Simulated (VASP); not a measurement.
Write the native input for VASP 6.6.1 that does the following.

- Task: single point
- Functional: PBEsol
- Potentials or basis: VASP PAW PBE potentials, release 64 (Na_pv, I)
- Cutoff: 520 eV
- k mesh: 4 × 4 × 4
- Occupations: gaussian, width 0.01 eV
- Spin: no spin polarisation
- Dipole correction: no
- Further INCAR settings: ALGO = Normal; EDIFF = 1e-07; NBANDS = 14

The structure of NaI lies in POSCAR:

```
NaI
1.0
    0.0000000000      3.2364000000      3.2364000000
    3.2364000000      0.0000000000      3.2364000000
    3.2364000000      3.2364000000      0.0000000000
Na I
1 1
Direct
    0.0000000000      0.0000000000      0.0000000000
    0.5300000000      0.5000000000      0.5000000000
```

These files were run (other wordings do the same):

INCAR

```
SYSTEM = NaI
PREC = Accurate
ENCUT = 520
EDIFF = 1E-7
ISMEAR = 0
SIGMA = 0.01
LREAL = .False.
LASPH = .True.
NELM = 100
ALGO = Normal
ISIF = 2
LWAVE = .False.
LCHARG = .False.
GGA = PS
NBANDS = 14
```

KPOINTS

```
regular mesh
0
Gamma
  4 4 4
  0 0 0
```

Potentials or basis: VASP PAW PBE potentials, release 64 (Na_pv, I).

The run is started by

```sh
$ cat potpaw_PBE.64/Na_pv/POTCAR potpaw_PBE.64/I/POTCAR > POTCAR
$ mpirun -np 1 vasp_std > vasp.out
```

Results of the run:

* Pressure: -0.3 GPa
* Largest force: 0.118 eV/Å
* Band gap on the k mesh: 3.51 eV, direct

Caveat: the k points lie up to 0.42 Å⁻¹ apart; the PAW data sets were made with another functional, which shifts forces and pressure a little; spin-orbit coupling is left out, which moves the levels of the heavy elements.

It took 7.6 s on 1 thread of Intel(R) Xeon(R) 6975P-C (Granite Rapids), on a shared host, peak memory 0.2 GiB.
